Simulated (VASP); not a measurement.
PbS: single point with HSE06

PbS:

```
CELL_PARAMETERS angstrom
3.72532 0.00000 0.00000
0.00000 3.72532 0.00000
0.00000 0.00000 3.72532
ATOMIC_POSITIONS crystal
Pb 0.00000 0.00000 0.00000
S 0.50000 0.50000 0.50000
```

```
Program                            : VASP 6.6.1
Task                               : single point
Functional                         : HSE06
Potentials or basis                : VASP PAW PBE potentials, release 64 (Pb_d, S)
Cutoff                             : 520 eV
k mesh                             : 4 × 4 × 4
Occupations                        : fermi-dirac, width 0.05 eV
Spin                               : no spin polarisation
Dipole correction                  : no
Grid for exact exchange (PRECFOCK) : Normal
Further INCAR settings             : ALGO = Normal; EDIFF = 1e-06; NBANDS = 17
Share of exact exchange            : 0.25
Screening parameter                : 0.2079 1/Å
```

| Item | Value |
| --- | --- |
| Pressure | -4.0 GPa |
| Band gap on the k mesh | 0.26 eV (least direct gap 0.94 eV) |

Levels at points of the mesh, in eV from the valence-band top:
| k point | band 8 | band 9 | band 10 | band 11 | band 12 | band 13 |
| --- | --- | --- | --- | --- | --- | --- |
| (0.00, 0.00, 0.00) | -1.46 | -1.46 | -1.46 | 6.43 | 6.43 | 7.25 |
| (0.50, 0.00, 0.00) | -0.33 | -0.33 | 0.00 | 0.94 | 4.69 | 4.69 |
| (0.50, 0.50, 0.00) | -4.37 | -4.37 | -0.09 | 4.99 | 4.99 | 6.61 |
| (0.50, 0.50, 0.50) | -2.29 | -2.29 | -2.29 | 0.26 | 0.26 | 0.26 |

It took 6.2 min on 1 thread of Intel(R) Xeon(R) 6975P-C (Granite Rapids) (shared host), peak memory 0.27 GiB.

Caveat: the k points lie up to 0.42 Å⁻¹ apart; the PAW data sets were made with another functional, which shifts forces and pressure a little; spin-orbit coupling is left out, which moves the levels of the heavy elements. A k mesh can miss the band edges.
